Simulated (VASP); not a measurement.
# CsH in VASP: further runs, part 2 of 2

VASP 6.6.1.

## 4. Single point, LDA (biaxial strain in the a-b plane: +2.0 %, then relaxed in part)

INCAR

```
PREC     = Accurate       # precision mode
ENCUT    = 520            # plane-wave cutoff, eV
EDIFF    = 1E-7           # SCF threshold, eV
ISMEAR   = 0              # smearing method
SIGMA    = 0.02           # smearing width, eV
LREAL    = False          # projectors in reciprocal space
LASPH    = True           # aspherical terms in the spheres
NELM     = 60             # most SCF steps
ALGO     = Normal         # electronic algorithm
ISIF     = 2              # what is computed and relaxed
LWAVE    = False          # write WAVECAR
LCHARG   = False          # write CHGCAR
GGA      = CA             # functional
NBANDS   = 18             # bands
```

KPOINTS

```
regular mesh
0
Gamma
  6 6 6
```

POSCAR

```
CsH
1.0
    3.1121405845      3.1121405845      0.0000000000
   -3.1121405845      3.1121405845      0.0000000000
    0.0000000000      0.0000000000      6.0855384812
Cs H
2 2
Direct
    0.0000000000      0.0000000000      0.0000000000
    0.5000000000      0.5000000000      0.5000000000
    0.5000000000      0.5000000000      0.0000000000
    0.0000000000      0.0000000000      0.5000000000
```

Potentials or basis: VASP PAW LDA potentials, release 64 (Cs_sv, H).

Launch:

```console
$ cat potpaw_LDA.64/Cs_sv/POTCAR potpaw_LDA.64/H/POTCAR > POTCAR
$ mpirun -np 1 vasp_std > vasp.out
```

OUTCAR:

```text
PREC = Accurate
   ENCUT = 520
   EDIFF = 1E-7
   ISMEAR = 0
   LREAL = False
   LASPH = True
   NELM = 60
   ISIF = 2
   GGA = CA

 ion  position               nearest neighbor table
   1  0.000  0.000  0.000-
   2  0.500  0.500  0.500-
   3  0.500  0.500  0.000-
   4  0.000  0.000  0.500-

  LATTYP: Found a simple tetragonal cell.
 ALAT       =     4.4012314226
 C/A-ratio  =     1.3826899558

  Lattice vectors:

 A1 = (   3.1121405845,   3.1121405845,   0.0000000000)
 A2 = (  -3.1121405845,   3.1121405845,   0.0000000000)
 A3 = (   0.0000000000,   0.0000000000,   6.0855384812)

Analysis of symmetry for initial positions (statically):
=====================================================================
 Subroutine PRICEL returns following result:

  LATTYP: Found a body centered tetragonal cell.
 ALAT       =     4.4012314226
 C/A-ratio  =     1.3826899558

  Lattice vectors:

 A1 = (   0.0000000000,  -3.1121405845,  -3.0427692406)
[... 177 lines left out ...]

 Free energy of the ion-electron system (eV)
  ---------------------------------------------------
  ext. energy  EPLUGINS =         0.00000000
  ---------------------------------------------------
  free energy    TOTEN  =        -9.83920043 eV

  energy without entropy =       -9.83920043  energy(sigma->0) =       -9.83920043

 E-fermi :   0.6459     XC(G=0):  -7.8762

 val. band max:        0.5352558256   @ k =   0.5000   0.0000   0.5000
 cond. band min:       2.3242728296   @ k =   0.5000   0.0000   0.5000
 fundamental gap:      1.7890170040
 Fermi energy:         0.6459302580

 k-point     1 :       0.0000    0.0000    0.0000
  band No.  band energies     occupation
      1     -20.9909      2.00000
      2     -20.8302      2.00000
      3      -8.2741      2.00000
      4      -7.7206      2.00000
      5      -7.7206      2.00000
      6      -7.3321      2.00000
[... 481 lines left out ...]
      5      -7.4884      2.00000
      6      -7.4884      2.00000
[... 10 lines left out ...]
     17       7.6988      0.00000
     18       7.6988      0.00000

 [... further k-points ...]
[... 5 lines left out ...]
  --------------------------------------------------------------------------------------
  -------------------------------------------------------------------------------------
  Total       -0.4403547     -0.4403547      0.0471502      0.0000000      0.0000000     -0.0000000
  in kB       -5.9850224     -5.9850224      0.6408358      0.0000000      0.0000000     -0.0000000
  external PRESSURE =      -3.7764030 kB  Pullay stress =       0.0000000 kB

 VOLUME and BASIS-vectors are now :
 -----------------------------------------------------------------------------
  energy-cutoff  :      520.00
  volume of cell :      117.88
      direct lattice vectors                 reciprocal lattice vectors
     3.112140585  3.112140585  0.000000000     0.160661123  0.160661123  0.000000000
    -3.112140585  3.112140585  0.000000000    -0.160661123  0.160661123  0.000000000
     0.000000000  0.000000000  6.085538481     0.000000000  0.000000000  0.164323996

 POSITION                                       TOTAL-FORCE (eV/Angst)
 -----------------------------------------------------------------------------------
      0.00000      0.00000      0.00000         0.000000      0.000000      0.000000
      0.00000      3.11214      3.04277         0.000000      0.000000     -0.000000
      0.00000      3.11214      0.00000        -0.000000     -0.000000      0.000000
      0.00000      0.00000      3.04277        -0.000000     -0.000000      0.000000
 -----------------------------------------------------------------------------------
    total drift:                               -0.000000      0.000000      0.000000

  FREE ENERGIE OF THE ION-ELECTRON SYSTEM (eV)
  ---------------------------------------------------
  free  energy   TOTEN  =        -9.8392004262 eV

  energy  without entropy=       -9.8392004262  energy(sigma->0) =       -9.83920043
```

OSZICAR:

```text
N       E                     dE             d eps       ncg     rms          rms(c)
DAV:   1     0.108260940009E+03    0.10826E+03   -0.81294E+03  1440   0.926E+02
DAV:   2    -0.152809930318E+01   -0.10979E+03   -0.10601E+03  1892   0.152E+02
DAV:   3    -0.113777349401E+02   -0.98496E+01   -0.98266E+01  1818   0.513E+01
DAV:   4    -0.114772732816E+02   -0.99538E-01   -0.99516E-01  1852   0.601E+00
DAV:   5    -0.114778341762E+02   -0.56089E-03   -0.56085E-03  1816   0.444E-01    0.510E+00
DAV:   6    -0.101247228270E+02    0.13531E+01   -0.15132E+00  1540   0.387E+00    0.215E+00
DAV:   7    -0.982871100213E+01    0.29601E+00   -0.16668E+00  1592   0.346E+00    0.865E-01
DAV:   8    -0.985681146804E+01   -0.28100E-01   -0.17677E-01  1544   0.148E+00    0.552E-01
DAV:   9    -0.983887240526E+01    0.17939E-01   -0.44663E-02  1594   0.644E-01    0.864E-02
DAV:  10    -0.983929314569E+01   -0.42074E-03   -0.64045E-03  1668   0.241E-01    0.659E-02
DAV:  11    -0.983923169111E+01    0.61455E-04   -0.18808E-04  1612   0.513E-02    0.247E-02
DAV:  12    -0.983919973397E+01    0.31957E-04   -0.15720E-04  1580   0.352E-02    0.142E-03
DAV:  13    -0.983920046643E+01   -0.73246E-06   -0.71217E-06  1686   0.101E-02    0.127E-03
DAV:  14    -0.983920066879E+01   -0.20236E-06   -0.46056E-07  1344   0.174E-03    0.227E-03
DAV:  15    -0.983920042013E+01    0.24866E-06   -0.78199E-07  1248   0.261E-03    0.179E-04
DAV:  16    -0.983920042621E+01   -0.60818E-08   -0.74432E-08  1044   0.112E-03
   1 F= -.98392004E+01 E0= -.98392004E+01  d E =-.104969E-16
```

It took 30 s on 1 thread of Intel Xeon Platinum 8559C (Emerald Rapids), shared host; peak memory 0.23 GiB.

What came out:

| Property | Result |
| --- | --- |
| Free energy | -9.8392 eV |
| Pressure | -0.4 GPa |
| Band gap on the k mesh | 1.79 eV |

Stress tensor (GPa, compression positive):
```
-0.60  0.00  0.00
 0.00 -0.60  0.00
 0.00  0.00  0.06
```

Levels at points of the mesh, in eV from the valence-band top:
```tsv
k point	band 8	band 9	band 10	band 11	band 12	band 13
(0.00, 0.00, 0.00)	-7.85	-2.09	-1.53	2.58	4.91	4.91
(0.50, 0.00, 0.00)	-8.01	-0.59	-0.59	2.90	2.90	3.93
(0.50, 0.50, 0.00)	-8.20	-1.52	-1.52	2.65	2.65	5.60
(0.00, 0.00, 0.50)	-8.07	-1.16	-1.16	3.45	3.45	4.22
(0.50, 0.00, 0.50)	-7.96	0.00	0.00	1.79	1.79	4.39
(0.50, 0.50, 0.50)	-8.30	-0.90	-0.90	3.91	3.91	3.91
```

Caveat: the cell differs from its parent crystal (biaxial strain in the a-b plane: +2.0 %, then relaxed in part); spin-orbit coupling is left out, which moves the levels of the heavy elements. A k mesh can miss the band edges.

## 5. Single point, LDA

This run uses another cell than the first one: it holds 4 atoms, not 2.

INCAR

```
SYSTEM = CsH
  PREC = Accurate
  ENCUT = 520
  EDIFF = 1E-7
  ISMEAR = 0
  SIGMA = 0.02
  LREAL = .False.
  LASPH = .True.
  NELM = 60
  ALGO = Normal
  ISIF = 2
  LWAVE = .False.
  LCHARG = .False.
  GGA = CA
  NBANDS = 18
```

KPOINTS

```
regular mesh
0
Gamma
  6 6 6
  0 0 0
```

POSCAR is that of step 4.

Launch:

```console
$ cat potpaw_LDA.64/Cs_sv/POTCAR potpaw_LDA.64/H/POTCAR > POTCAR
$ mpirun -np 1 vasp_std > vasp.out
```

Wall time 31 s (1 thread of Intel Xeon Platinum 8559C (Emerald Rapids), shared host); peak memory 0.23 GiB.

Results (log left out):

- Free energy: -9.8392 eV
- Pressure: -0.4 GPa
- Band gap on the k mesh: 1.79 eV

Stress tensor (GPa, compression positive):
```
-0.60  0.00  0.00
 0.00 -0.60  0.00
 0.00  0.00  0.06
```

Levels at points of the mesh, in eV from the valence-band top:
| k point | band 6 | band 7 | band 8 | band 9 | band 10 | band 11 | band 12 | band 13 | band 14 | band 15 |
| --- | --- | --- | --- | --- | --- | --- | --- | --- | --- | --- |
| (0.00, 0.00, 0.00) | -7.87 | -7.87 | -7.85 | -2.09 | -1.53 | 2.58 | 4.91 | 4.91 | 5.03 | 5.81 |
| (0.50, 0.00, 0.00) | -8.30 | -8.01 | -8.01 | -0.59 | -0.59 | 2.90 | 2.90 | 3.93 | 3.93 | 5.19 |
| (0.50, 0.50, 0.00) | -8.22 | -8.20 | -8.20 | -1.52 | -1.52 | 2.65 | 2.65 | 5.60 | 5.60 | 8.21 |
| (0.00, 0.00, 0.50) | -8.07 | -8.07 | -8.07 | -1.16 | -1.16 | 3.45 | 3.45 | 4.22 | 4.22 | 5.87 |
| (0.50, 0.00, 0.50) | -8.01 | -7.96 | -7.96 | 0.00 | 0.00 | 1.79 | 1.79 | 4.39 | 4.39 | 4.57 |
| (0.50, 0.50, 0.50) | -8.54 | -8.30 | -8.30 | -0.90 | -0.90 | 3.91 | 3.91 | 3.91 | 3.91 | 5.12 |

Caveat: spin-orbit coupling is left out, which moves the levels of the heavy elements.

## 6. Single point, LDA (equal strain along all axes, cell held: -6.0 %)

INCAR

```
ALGO = Normal ; EDIFF = 1E-6
ENCUT = 520 ; ISIF = 2
ISMEAR = 0 ; LASPH = True
LCHARG = False ; LREAL = False
LWAVE = False ; NBANDS = 18
NELM = 100 ; PREC = Accurate
SIGMA = 0.02
```

KPOINTS

```
k-points
0
Gamma
  6 6 6
```

POSCAR

```
CsH
1.0
    2.8680511371      2.8680511371      0.0000000000
   -2.8680511371      2.8680511371      0.0000000000
    0.0000000000      0.0000000000      5.7361022743
Cs H
2 2
Direct
    0.0000000000      0.0000000000      0.0000000000
    0.5000000000      0.5000000000      0.5000000000
    0.5000000000      0.5000000000      0.0000000000
    0.0000000000      0.0000000000      0.5000000000
```

Potentials or basis: VASP PAW LDA potentials, release 64 (Cs_sv, H).

Launch:

```console
$ cat potpaw_LDA.64/Cs_sv/POTCAR potpaw_LDA.64/H/POTCAR > POTCAR
$ mpirun -np 1 vasp_std > vasp.out
```

OUTCAR:

```text
EDIFF = 1E-6
   ENCUT = 520
   ISIF = 2
   ISMEAR = 0
   LASPH = True
   LREAL = False
   NELM = 100
   PREC = Accurate

 ion  position               nearest neighbor table
   1  0.000  0.000  0.000-
   2  0.500  0.500  0.500-
   3  0.500  0.500  0.000-
   4  0.000  0.000  0.500-

  LATTYP: Found a simple tetragonal cell.
 ALAT       =     4.0560368157
 C/A-ratio  =     1.4142135624

  Lattice vectors:

 A1 = (   2.8680511371,   2.8680511371,   0.0000000000)
 A2 = (  -2.8680511371,   2.8680511371,   0.0000000000)
 A3 = (   0.0000000000,   0.0000000000,   5.7361022743)

Analysis of symmetry for initial positions (statically):
=====================================================================
 Subroutine PRICEL returns following result:

  LATTYP: Found a face centered cubic cell.
 ALAT       =     5.7361022743

  Lattice vectors:

[... 176 lines left out ...]

 Free energy of the ion-electron system (eV)
  ---------------------------------------------------
  ext. energy  EPLUGINS =         0.00000000
  ---------------------------------------------------
  free energy    TOTEN  =        -9.67034085 eV

  energy without entropy =       -9.67034085  energy(sigma->0) =       -9.67034085

 E-fermi :   2.0984     XC(G=0):  -8.7419

 val. band max:        1.9825317596   @ k =   0.5000   0.0000   0.5000
 cond. band min:       3.3124687332   @ k =   0.5000   0.0000   0.5000
 fundamental gap:      1.3299369736
 Fermi energy:         2.0983519064

 k-point     1 :       0.0000    0.0000    0.0000
  band No.  band energies     occupation
      1     -19.9650      2.00000
      2     -19.6091      2.00000
      3      -7.5559      2.00000
      4      -6.5178      2.00000
      5      -6.5178      2.00000
      6      -5.8739      2.00000
[... 481 lines left out ...]
      5      -6.2010      2.00000
      6      -6.2010      2.00000
[... 10 lines left out ...]
     17       9.6454      0.00000
     18       9.6454      0.00000

 [... further k-points ...]
[... 5 lines left out ...]
  --------------------------------------------------------------------------------------
  -------------------------------------------------------------------------------------
  Total        1.9102695      1.9102695      1.9099998      0.0000000     -0.0000000     -0.0000000
  in kB       32.4328090     32.4328090     32.4282298      0.0000000     -0.0000000     -0.0000000
  external PRESSURE =      32.4312826 kB  Pullay stress =       0.0000000 kB

 VOLUME and BASIS-vectors are now :
 -----------------------------------------------------------------------------
  energy-cutoff  :      520.00
  volume of cell :       94.37
      direct lattice vectors                 reciprocal lattice vectors
     2.868051137  2.868051137  0.000000000     0.174334409  0.174334409  0.000000000
    -2.868051137  2.868051137  0.000000000    -0.174334409  0.174334409  0.000000000
     0.000000000  0.000000000  5.736102274     0.000000000  0.000000000  0.174334409

 POSITION                                       TOTAL-FORCE (eV/Angst)
 -----------------------------------------------------------------------------------
      0.00000      0.00000      0.00000         0.000000     -0.000000     -0.000000
      0.00000      2.86805      2.86805        -0.000000      0.000000      0.000000
      0.00000      2.86805      0.00000         0.000000     -0.000000      0.000000
      0.00000      0.00000      2.86805         0.000000     -0.000000      0.000000
 -----------------------------------------------------------------------------------
    total drift:                               -0.000000      0.000000     -0.000000

  FREE ENERGIE OF THE ION-ELECTRON SYSTEM (eV)
  ---------------------------------------------------
  free  energy   TOTEN  =        -9.6703408546 eV

  energy  without entropy=       -9.6703408546  energy(sigma->0) =       -9.67034085
```

stdout:

```text
POSCAR found type information on POSCAR CsH
 POSCAR found :  2 types and       4 ions
 scaLAPACK will be used
 LDA part: xc-table for (Slater(with rela. corr.)+CA(PZ))
 , standard interpolation
 POSCAR, INCAR and KPOINTS ok, starting setup
 FFT: planning ... GRIDC
 FFT: planning ... GRID_SOFT
 FFT: planning ... GRID
 WAVECAR not read
 entering main loop
```

Wall time 38 s (1 thread of Intel Xeon Platinum 8488C (Sapphire Rapids), shared host); peak memory 0.2 GiB.

Results:

* Free energy: -9.6703 eV
* Pressure: 3.2 GPa
* Band gap on the k mesh: 1.33 eV

Levels at points of the mesh, in eV from the valence-band top:
```tsv
k point	band 6	band 7	band 8	band 9	band 10	band 11	band 12	band 13	band 14	band 15
(0.00, 0.00, 0.00)	-7.86	-7.86	-7.86	-2.62	-2.42	1.90	4.74	4.74	4.74	6.72
(0.50, 0.00, 0.00)	-8.66	-8.08	-8.08	-0.75	-0.75	2.69	2.69	3.74	3.74	5.14
(0.50, 0.50, 0.00)	-8.50	-8.50	-8.50	-2.42	-2.42	1.90	1.90	6.72	6.72	9.36
(0.00, 0.00, 0.50)	-8.19	-8.19	-8.19	-1.59	-1.59	2.90	2.90	4.30	4.30	6.10
(0.50, 0.00, 0.50)	-8.07	-8.07	-8.07	0.00	0.00	1.33	1.33	4.18	4.18	4.18
(0.50, 0.50, 0.50)	-9.07	-8.67	-8.67	-1.52	-1.52	3.87	3.87	3.87	3.87	5.10
```

Caveat: the cell differs from its parent crystal (equal strain along all axes, cell held: -6.0 %); spin-orbit coupling is left out, which moves the levels of the heavy elements.

## 7. Overview

```tsv
cell	k mesh	gap on the mesh (eV)	pressure (GPa)
a = 4.400 Å, angles 60.0°, 2 atoms	8 × 8 × 8	1.83	-0.6
a = 4.315, b = 4.315, c = 6.102 Å, 4 atoms	6 × 6 × 6	1.73	0.0
a = 4.401, b = 4.401, c = 6.086 Å, 4 atoms	6 × 6 × 6	1.79	-0.4
a = 4.056, b = 4.056, c = 5.736 Å, 4 atoms	6 × 6 × 6	1.33	3.2
```

Alike in all rows: task single point; level LDA; potentials or basis VASP PAW LDA potentials, release 64 (Cs_sv, H); no spin polarisation; cutoff (eV) 520; smearing gaussian 0.02 eV.

Caveats: spin-orbit coupling is left out, which moves the levels of the heavy elements.

Absolute energies hang on the potentials; compare differences alone.
